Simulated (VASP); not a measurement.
Wanted: the native input for a VASP 6.6.1 run.

```
Task                   : relaxation of cell and atoms
Functional             : r2SCAN
Potentials or basis    : VASP PAW PBE potentials, release 64 (Cd, F)
Cutoff                 : 600 eV
k mesh                 : 6 × 6 × 6
Occupations            : fermi-dirac, width 0.0521 eV
Spin                   : no spin polarisation
Dipole correction      : no
Further INCAR settings : ALGO = Normal; EDIFF = 1e-06; IBRION = 2; EDIFFG = -0.01; NSW = 60; ISIF = 3
```

The system is CdF2.

```
Cd F
1.0
     0.00000    2.70483    2.70483
     2.70483    0.00000    2.70483
     2.70483    2.70483    0.00000
Cd F
1 2
Direct
  0.00000 0.00000 0.00000
  0.25000 0.25000 0.25000
  0.75000 0.75000 0.75000
```

One way to write it, as run:

POSCAR

```
CdF2
1.0
    0.0000000000      2.7048280000      2.7048280000
    2.7048280000      0.0000000000      2.7048280000
    2.7048280000      2.7048280000      0.0000000000
Cd F
1 2
Direct
    0.0000000000      0.0000000000      0.0000000000
    0.2500000000      0.2500000000      0.2500000000
    0.7500000000      0.7500000000      0.7500000000
```

INCAR.step1

```
SYSTEM = CdF2
PREC     = Accurate       ! precision mode
ENCUT    = 600            ! plane-wave cutoff, eV
ISMEAR   = -1             ! smearing method
SIGMA    = 0.0521         ! smearing width, eV
LREAL    = .False.        ! projectors in reciprocal space
LASPH    = .True.         ! aspherical terms in the spheres
NELM     = 60             ! most SCF steps
GGA      = PE             ! functional
ALGO     = Normal         ! electronic algorithm
EDIFF    = 1E-4           ! SCF threshold, eV
LWAVE    = .True.         ! write WAVECAR
LCHARG   = .False.        ! write CHGCAR
```

INCAR.step2

```
SYSTEM = CdF2
PREC     = Accurate       ! precision mode
ENCUT    = 600            ! plane-wave cutoff, eV
EDIFF    = 1E-6           ! SCF threshold, eV
ISMEAR   = -1             ! smearing method
SIGMA    = 0.0521         ! smearing width, eV
LREAL    = .False.        ! projectors in reciprocal space
LASPH    = .True.         ! aspherical terms in the spheres
NELM     = 60             ! most SCF steps
ALGO     = Normal         ! electronic algorithm
ISIF     = 3              ! what is computed and relaxed
LWAVE    = .False.        ! write WAVECAR
LCHARG   = .False.        ! write CHGCAR
METAGGA  = R2SCAN         ! meta-GGA
LMIXTAU  = .True.       
IBRION   = 2              ! ionic algorithm
NSW      = 60             ! ionic steps
EDIFFG   = -0.01          ! ionic threshold
ISTART   = 1
```

KPOINTS

```
Automatic mesh
0
Gamma
  6 6 6
  0 0 0
```

Potentials or basis: VASP PAW PBE potentials, release 64 (Cd, F).

The run is started by

```console
$ cat potpaw_PBE.64/Cd/POTCAR potpaw_PBE.64/F/POTCAR > POTCAR
$ cp INCAR.step1 INCAR
$ mpirun -np 1 vasp_std > vasp.out
$ cp INCAR.step2 INCAR
$ mpirun -np 1 vasp_std > vasp.out
```

It gave:

```
Relaxed volume                        : 13.12 Å³/atom
Relaxed cell                          : a = 3.819 Å, b = 3.819 Å, c = 3.819 Å, α = 60.00°, β = 60.00°, γ = 60.00°
Space group after relaxing (to 0.1 Å) : Fm-3m (No. 225)
Energy gained by relaxing             : 0.1 meV/atom
Ionic steps                           : 3
Pressure after relaxing               : 0.0 GPa
Band gap on the k mesh                : 3.75 eV (least direct gap 4.24 eV)
```

Caveat: the PAW data sets were made with another functional, which shifts forces and pressure a little.

Run time: 110 s on 1 thread of Intel Xeon 8259CL, with other jobs on the host, peak memory 0.2 GiB.
